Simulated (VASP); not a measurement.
Write the native input for VASP 6.6.1 that does the following.

```
Task                   : single point
Functional             : LDA
Potentials or basis    : VASP PAW LDA potentials, release 64 (Co)
Cutoff                 : 520 eV
k mesh                 : 23 × 23 × 23
Occupations            : fermi-dirac, width 0.05 eV
Spin                   : collinear spin, ferromagnetic start
Starting moments       : [1.515] μB
Dipole correction      : no
Further INCAR settings : ALGO = Normal; EDIFF = 1e-06; NBANDS = 14
```

The structure of Co lies in POSCAR:

```
Co
1.0
    2.2550773701      0.0000000000      0.0000000000
    0.0000000000      2.2550773701      0.0000000000
    0.0000000000      0.0000000000      2.2550773701
Co
1
Direct
    0.0000000000      0.0000000000      0.0000000000
```

One way to write it, as run:

INCAR

```
SYSTEM = Co
PREC     = Accurate       ! precision mode
ENCUT    = 520            ! plane-wave cutoff, eV
EDIFF    = 1E-6           ! SCF threshold, eV
ISMEAR   = -1             ! smearing method
SIGMA    = 0.05           ! smearing width, eV
LREAL    = .False.        ! projectors in reciprocal space
LASPH    = .True.         ! aspherical terms in the spheres
NELM     = 150            ! most SCF steps
ALGO     = Normal         ! electronic algorithm
ISIF     = 2              ! what is computed and relaxed
LWAVE    = .False.        ! write WAVECAR
LCHARG   = .False.        ! write CHGCAR
ISPIN    = 2              ! spin polarisation
MAGMOM   = 1.515          ! initial moments
LORBIT   = 11             ! projections on sites
LMAXMIX  = 4              ! l up to which the mixer works
GGA      = CA             ! functional
NBANDS   = 14             ! bands
```

KPOINTS

```
Automatic mesh
0
Gamma
  23 23 23
  0 0 0
```

Potentials or basis: VASP PAW LDA potentials, release 64 (Co).

Command:

```bash
$ cat potpaw_LDA.64/Co/POTCAR > POTCAR
$ mpirun -np 1 vasp_std > vasp.out
```

Results of the run:

```yaml
Pressure: -1.3 GPa
Net_moment: 1.50 μB per cell
Site_moments: Co +1.49 μB
Valence_electrons_inside_the_program's_atomic_spheres: Co 8.37
```

It took 83 s on 1 thread of Intel(R) Xeon(R) Platinum 8259CL CPU @ 2.50GHz (Skylake/Cascade Lake), on a shared host, peak memory 0.19 GiB.
